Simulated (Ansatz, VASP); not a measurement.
# CaO: VASP beside Ansatz

```xyz
2
Lattice="0.0000 2.4155 2.4155 2.4155 0.0000 2.4155 2.4155 2.4155 0.0000" Properties=species:S:1:pos:R:3 pbc="T T T"
Ca    0.0000    0.0000    0.0000
O     2.4155    2.4155    2.4155
```

Alike in both runs: functional PBE; k mesh 8 × 8 × 8; occupations gaussian, width 0.02 eV; no spin polarisation.

Ansatz relaxed the structure, and its values are those at the end. VASP's run is a single point on that final structure, the one shown.

|  | VASP | Ansatz |
| --- | --- | --- |
| version | VASP 6.6.1 | Ansatz 0.2.0 |
| potentials or method | VASP PAW PBE potentials, release 64 (Ca_sv, O), cutoff 520 eV | scalar-relativistic, plane waves, PAW |
| valence electrons in the cell | 16 | 16 |

VASP gave:

| Property | Result |
| --- | --- |
| gap on the k mesh at the Fermi level (eV) | 3.64 |
| least direct gap on the mesh (eV) | 4.02 |
| pressure (GPa) | 0.5 |

Which values does Ansatz return?

gap on the k mesh at the Fermi level (eV): 3.66; least direct gap on the mesh (eV): 4.03; pressure (GPa): 0.0.

The functional is the same, so the differences come from potentials, cutoffs and numerics.
